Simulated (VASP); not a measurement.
# CdI2 (P-3m1) in VASP: single point with PBE+D3(BJ)

Aim: the single point of CdI2 with PBE+D3(BJ).

Everything below comes from runs of VASP 6.6.1. Logs are shortened: lines on timing, memory, paths and dates and some standing lists are left out, and cuts for length are marked.

## (1) The cell of the first run

The structure is trigonal, space group P-3m1 (No. 164). The conventional cell has a = 4.240 Å, b = 4.240 Å, c = 6.836 Å, α = 90.00°, β = 90.00°, γ = 120.00°. Cd (site symmetry -3m) has 6 I at 3.00 Å within 3.9 Å. I (site symmetry 3m) has 3 Cd at 3.00 Å within 3.9 Å.

## (2) Single point, PBE+D3(BJ)

POSCAR

```
CdI2
1.0
    4.2399145029      0.0000000000      0.0000000000
   -2.1199572515      3.6718736694      0.0000000000
    0.0000000000      0.0000000000      6.8360999523
Cd I
1 2
Direct
    0.0000000000      0.0000000000      0.0000000000
    0.3333333333      0.6666666667      0.2532255763
    0.6666666667      0.3333333333      0.7467744237
```

INCAR.step1

```
ALGO = Normal
EDIFF = 1E-6
ENCUT = 400
GGA = PE
GGA_COMPAT = False
ISIF = 2
ISMEAR = 0
IVDW = 12
LASPH = True
LCHARG = True
LORBIT = 11
LREAL = False
LWAVE = False
NBANDS = 20
NEDOS = 2001
NELM = 120
PREC = Accurate
SIGMA = 0.02
```

KPOINTS.step1

```
k-points
0
Gamma
  6 6 4
```

INCAR.step2

```
ALGO = Normal
EDIFF = 1E-6
ENCUT = 400
GGA = PE
GGA_COMPAT = False
ICHARG = 11
ISIF = 2
ISMEAR = -5
IVDW = 12
LASPH = True
LCHARG = False
LORBIT = 10
LREAL = False
LWAVE = False
NBANDS = 20
NEDOS = 1001
NELM = 120
PREC = Accurate
SIGMA = 0.02
```

KPOINTS.step2

```
k-points
0
Gamma
  9 9 6
```

Potentials or basis: VASP PAW PBE potentials, release 64 (Cd, I).

Launch:

```console
$ cat potpaw_PBE.64/Cd/POTCAR potpaw_PBE.64/I/POTCAR > POTCAR
$ cp INCAR.step1 INCAR
$ cp KPOINTS.step1 KPOINTS
$ mpirun -np 1 vasp_std > vasp.out
$ cp INCAR.step2 INCAR
$ cp KPOINTS.step2 KPOINTS
$ mpirun -np 1 vasp_std > vasp.out
```

OUTCAR:

```text
EDIFF = 1E-6
   ENCUT = 400
   GGA = PE
   ICHARG = 11
   ISIF = 2
   ISMEAR = -5
   IVDW = 12
   LASPH = True
   LORBIT = 10
   LREAL = False
   NELM = 120
   PREC = Accurate
 IVDW          = 12

 ion  position               nearest neighbor table
   1  0.000  0.000  0.000-   2 3.00   3 3.00   3 3.00   2 3.00   3 3.00   2 3.00
   2  0.333  0.667  0.253-   1 3.00   1 3.00   1 3.00
   3  0.667  0.333  0.747-   1 3.00   1 3.00   1 3.00

  LATTYP: Found a hexagonal cell.
 ALAT       =     4.2399145029
 C/A-ratio  =     1.6123202361

  Lattice vectors:

 A1 = (   4.2399145029,   0.0000000000,   0.0000000000)
 A2 = (  -2.1199572515,   3.6718736694,   0.0000000000)
 A3 = (   0.0000000000,   0.0000000000,   6.8360999523)

Analysis of symmetry for initial positions (statically):
=====================================================================
 Subroutine PRICEL returns:
 Original cell was already a primitive cell.

 Routine SETGRP: Setting up the symmetry group for a
 hexagonal supercell.

 Subroutine GETGRP returns: Found 12 space group operations
 (whereof 12 operations were pure point group operations)
 out of a pool of 24 trial point group operations.

The static configuration has the point symmetry D_3d.

Analysis of symmetry for dynamics (positions and initial velocities):
=====================================================================
 Subroutine PRICEL returns:
 Original cell was already a primitive cell.

 Routine SETGRP: Setting up the symmetry group for a
 hexagonal supercell.

 Subroutine GETGRP returns: Found 12 space group operations
 (whereof 12 operations were pure point group operations)
 out of a pool of 24 trial point group operations.

The dynamic configuration has the point symmetry D_3d.

 Subroutine INISYM returns: Found 12 space group operations
 (whereof 12 operations are pure point group operations),
 and found     1 'primitive' translations

----------------------------------------------------------------------------------------

                                     Primitive cell

  volume of cell :     106.4273

  direct lattice vectors                    reciprocal lattice vectors
     4.239914503  0.000000000  0.000000000     0.235853812  0.136170262  0.000000000
    -2.119957251  3.671873669  0.000000000     0.000000000  0.272340524  0.000000000
     0.000000000  0.000000000  6.836099952     0.000000000  0.000000000  0.146282238

  length of vectors
     4.239914503  4.239914503  6.836099952     0.272340524  0.272340524  0.146282238

  position of ions in fractional coordinates (direct lattice)
     0.000000000  0.000000000  0.000000000
     0.333333333  0.666666667  0.253225576
     0.666666667  0.333333333  0.746774424

  ion indices of the primitive-cell ions
   primitive index   ion index
                 1           1
                 2           2
                 3           3

----------------------------------------------------------------------------------------

 KPOINTS: k-points

Automatic generation of k-mesh.
 Grid dimensions read from file:
 generate k-points for:    9    9    6

 Generating k-lattice:

  Cartesian coordinates                     Fractional coordinates (reciprocal lattice)
     0.026205979  0.015130029  0.000000000     0.111111111 -0.000000000  0.000000000
     0.000000000  0.030260058  0.000000000     0.000000000  0.111111111  0.000000000
     0.000000000  0.000000000  0.024380373     0.000000000  0.000000000  0.166666667

  Length of vectors
     0.030260058  0.030260058  0.024380373

  Shift w.r.t. Gamma in fractional coordinates (k-lattice)
     0.000000000  0.000000000  0.000000000

 TETIRR: Found    674 inequivalent tetrahedra from     2916

 Subroutine IBZKPT returns following result:
 ===========================================

 Found     62 irreducible k-points:

 Following reciprocal coordinates:
            Coordinates               Weight
  0.000000  0.000000  0.000000      1.000000
  0.111111  0.000000  0.000000      6.000000
  0.222222  0.000000  0.000000      6.000000
  0.333333  0.000000  0.000000      6.000000
  0.444444  0.000000  0.000000      6.000000
  0.111111  0.111111  0.000000      6.000000
[... 16 lines left out ...]
  0.222222  0.111111  0.166667     12.000000
 -0.111111  0.333333  0.166667     12.000000
 [... further k-points ...]
   k-points           NKPTS =     62   k-points in BZ     NKDIM =     62   number of bands    NBANDS=     20
   number of dos      NEDOS =   1001   number of ions     NIONS =      3
   total plane-waves  NPLWV =  37632
   dimension x,y,z NGX =    28 NGY =   28 NGZ =   48
   dimension x,y,z NGXF=    56 NGYF=   56 NGZF=   96
   ions per type =               1   2
   NGX,Y,Z   is equivalent  to a cutoff of  10.98, 10.98, 11.67 a.u.
   NGXF,Y,Z  is equivalent  to a cutoff of  21.96, 21.96, 23.35 a.u.
 SYSTEM =  unknown system
   PREC   = accura    normal or accurate (medium, high low for compatibility)
   ISTART =      0    job   : 0-new  1-cont  2-samecut
   ICHARG =     11    charge: 1-file 2-atom 10-const
   ISPIN  =      1    spin polarized calculation?
   LNONCOLLINEAR =      F non collinear calculations
   LSORBIT =      F    spin-orbit coupling
   LASPH  =      T    aspherical Exc in radial PAW
   ENCUT  =  400.0 eV  29.40 Ry    5.42 a.u.   6.91  6.91 11.15*2*pi/ulx,y,z
   NELM   =    120;   NELMIN=  2; NELMDL=  0     # of ELM steps
   EDIFF  = 0.1E-05   stopping-criterion for ELM
   LREAL  =      F    real-space projection
   EDIFFG = 0.1E-04   stopping-criterion for IOM
   NSW    =      0    number of steps for IOM
   IBRION =     -1    ionic relax: 0-MD 1-quasi-New 2-CG
   NFREE  =      0    steps in history (QN), initial steepest desc. (CG)
   ISIF   =      2    stress and relaxation
   ISYM   =      2    0-nonsym 1-usesym 2-fastsym
   POTIM  = 0.5000    time-step for ionic-motion
   TEBEG  =    0.0;   TEEND  =   0.0 temperature during run
   PSTRESS=    0.0 pullay stress
   NELECT =      26.0000    total number of electrons
   NUPDOWN=      -1.0000    fix difference up-down
   EMIN   =  10.00;   EMAX   =-10.00  energy-range for DOS
   EFERMI =   0.00;   METHOD = LEGACY
   ISMEAR =    -5;   SIGMA  =   0.02  broadening in eV -4-tet -1-fermi 0-gaus
   EFERMI_NEDOS =   21; number of points for ismear=-14 and -15
   IALGO  =     38    algorithm
   IMIX   =      4    mixing-type and parameters
     AMIX     =   0.40;   BMIX     =  1.00
     AMIX_MAG =   1.60;   BMIX_MAG =  1.00
  volume/ion in A,a.u.               =      35.48       239.40
  Fermi-wavevector in a.u.,A,eV,Ry     =   1.023407  1.933958 14.250212  1.047361
  Thomas-Fermi vector in A             =   2.157138
   LORBIT       =     10    0 simple, 1 ext, 2 COOP (PROOUT), +10 PAW based schemes
   GGA     = PE    functional components
   LHFCALC =     F    Hartree Fock is set to
   AEXX    =    0.0000 exact exchange contribution
   IVDW    =    12    specifies the selected vdW correction
   LEPSILON=     F    determine dielectric tensor
   LRPA    =     F    only Hartree local field effects (RPA)
 non-spin polarized calculation
 Fermi weights with tetrahedron method with Bloechl corrections
  energy-cutoff  :      400.00
  volume of cell :      106.43
 maximum number of plane-waves:      1959

 number of electron      26.0000019 magnetization

 Free energy of the ion-electron system (eV)
  ---------------------------------------------------
  ext. energy  EPLUGINS =         0.00000000
  ---------------------------------------------------
  free energy    TOTEN  =        -5.48196737 eV

  energy without entropy =       -5.48196737  energy(sigma->0) =       -5.48196737

 E-fermi :   2.1002     XC(G=0):  -8.6101

 val. band max:        2.0914553816   @ k =   0.1111   0.0000   0.1667
 cond. band min:       4.3740902999   @ k =   0.0000   0.4444   0.3333
 fundamental gap:      2.2826349182
 Fermi energy:         2.1002314553

 k-point     1 :       0.0000    0.0000    0.0000
  band No.  band energies     occupation
      1     -10.0454      2.00000
      2      -9.3348      2.00000
      3      -5.5169      2.00000
      4      -5.5169      2.00000
      5      -5.3993      2.00000
      6      -5.3187      2.00000
[... 12 lines left out ...]
     19      11.1572      0.00000
     20      11.2629      0.00000

 k-point     2 :       0.1111    0.0000    0.0000
  band No.  band energies     occupation
      1      -9.9842      2.00000
      2      -9.3255      2.00000
      3      -5.5076      2.00000
      4      -5.4876      2.00000
      5      -5.3866      2.00000
      6      -5.3217      2.00000
[... 12 lines left out ...]
     19      10.6040      0.00000
     20      11.0920      0.00000

 k-point     3 :       0.2222    0.0000    0.0000
  band No.  band energies     occupation
      1      -9.8187      2.00000
      2      -9.3045      2.00000
      3      -5.4900      2.00000
      4      -5.4236      2.00000
      5      -5.3481      2.00000
      6      -5.3226      2.00000
[... 12 lines left out ...]
     19      10.0460      0.00000
     20      11.2228      0.00000

 k-point     4 :       0.3333    0.0000    0.0000
  band No.  band energies     occupation
      1      -9.6033      2.00000
      2      -9.2911      2.00000
      3      -5.4805      2.00000
      4      -5.4010      2.00000
      5      -5.3229      2.00000
      6      -5.2814      2.00000
[... 429 lines left out ...]
 k-point    23 :       0.2222    0.1111    0.1667
  band No.  band energies     occupation
      1      -9.6510      2.00000
      2      -9.3251      2.00000
      3      -5.4778      2.00000
      4      -5.3891      2.00000
      5      -5.3335      2.00000
      6      -5.2996      2.00000
[... 12 lines left out ...]
     19      10.0330      0.00000
     20      11.3605      0.00000

 k-point    24 :      -0.1111    0.3333    0.1667
  band No.  band energies     occupation
      1      -9.6624      2.00000
      2      -9.3103      2.00000
      3      -5.4780      2.00000
      4      -5.3955      2.00000
      5      -5.3327      2.00000
      6      -5.3059      2.00000
[... 12 lines left out ...]
     19       9.6159      0.00000
     20      11.1420      0.00000

 [... further k-points ...]

------------------------ aborting loop because EDIFF is reached ----------------------------------------

 Edisp (eV)   -1.00315

 E8    (eV) :    -0.4497

  FORCE on cell =-STRESS in cart. coord.  units (eV):
  Direction    XX          YY          ZZ          XY          YZ          ZX
  --------------------------------------------------------------------------------------
  -------------------------------------------------------------------------------------
  Total      -0.04816    -0.04816    -0.08518     0.00000     0.00000     0.00000
  in kB      -0.72495    -0.72495    -1.28235     0.00000     0.00000     0.00000
  external pressure =       -0.91 kB  Pullay stress =        0.00 kB

 VOLUME and BASIS-vectors are now :
 -----------------------------------------------------------------------------
  energy-cutoff  :      400.00
  volume of cell :      106.43
      direct lattice vectors                 reciprocal lattice vectors
     4.239914503  0.000000000  0.000000000     0.235853812  0.136170262  0.000000000
    -2.119957251  3.671873669  0.000000000     0.000000000  0.272340524  0.000000000
     0.000000000  0.000000000  6.836099952     0.000000000  0.000000000  0.146282238

 POSITION                                       TOTAL-FORCE (eV/Angst)
 -----------------------------------------------------------------------------------
      0.00000      0.00000      0.00000        -0.000000      0.000000      0.000000
     -0.00000      2.44792      1.73108         0.000000     -0.000000      0.022825
      2.11996      1.22396      5.10502        -0.000000      0.000000     -0.022825
 -----------------------------------------------------------------------------------
    total drift:                               -0.000000     -0.000000      0.000000

  FREE ENERGIE OF THE ION-ELECTRON SYSTEM (eV)
  ---------------------------------------------------
  free  energy   TOTEN  =        -6.4851123895 eV

  energy  without entropy=       -6.4851123895  energy(sigma->0) =       -6.48511239

 total charge

# of ion       s       p       d       tot
------------------------------------------
    1        0.385   0.239   9.573  10.196
    2        1.515   2.772   0.015   4.302
    3        1.515   2.772   0.015   4.302
--------------------------------------------------
tot          3.416   5.782   9.602  18.800
```

It took 42 s on 1 thread of Intel Xeon Platinum 8488C (Sapphire Rapids), shared host; peak memory 0.23 GiB.

Results:

* Valence electrons inside the program's atomic spheres: Cd 10.20; I 4.30
* Dispersion energy per atom: -0.334 eV

Caveat: spin-orbit coupling is left out, which moves the levels of the heavy elements.
